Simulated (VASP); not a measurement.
A run of VASP 6.6.1:

Contents of INCAR:

```
SYSTEM = CdF2
PREC     = Accurate       ! precision mode
ENCUT    = 520            ! plane-wave cutoff, eV
EDIFF    = 1E-6           ! SCF threshold, eV
ISMEAR   = 0              ! smearing method
SIGMA    = 0.05           ! smearing width, eV
LREAL    = .False.        ! projectors in reciprocal space
LASPH    = .True.         ! aspherical terms in the spheres
NELM     = 80             ! most SCF steps
ALGO     = Normal         ! electronic algorithm
ISIF     = 2              ! what is computed and relaxed
LWAVE    = .False.        ! write WAVECAR
LCHARG   = .False.        ! write CHGCAR
GGA      = PS             ! functional
NBANDS   = 20             ! bands
```

Contents of KPOINTS:

```
Automatic mesh
0
Gamma
  8 8 8
  0 0 0
```

POSCAR

```
CdF2
1.0
    0.0000000000      2.6940000000      2.6940000000
    2.6940000000      0.0000000000      2.6940000000
    2.6940000000      2.6940000000      0.0000000000
Cd F
1 2
Direct
    0.0069599109     -0.0069599109      0.0069599109
    0.2500000000      0.2500000000      0.2500000000
    0.7500000000      0.7500000000      0.7500000000
```

Potentials or basis: VASP PAW PBE potentials, release 64 (Cd, F).

Run with:

```sh
$ cat potpaw_PBE.64/Cd/POTCAR potpaw_PBE.64/F/POTCAR > POTCAR
$ mpirun -np 1 vasp_std > vasp.out
```

Hardware: 1 thread of AMD EPYC 7R13 Processor (Zen 3), on a shared host.

Estimate the wall time of this run.

Run time: 44 s on 1 thread of AMD EPYC 7R13 Processor (Zen 3), on a shared host, peak memory 0.15 GiB. Counts: scf iterations 14, k points 59.
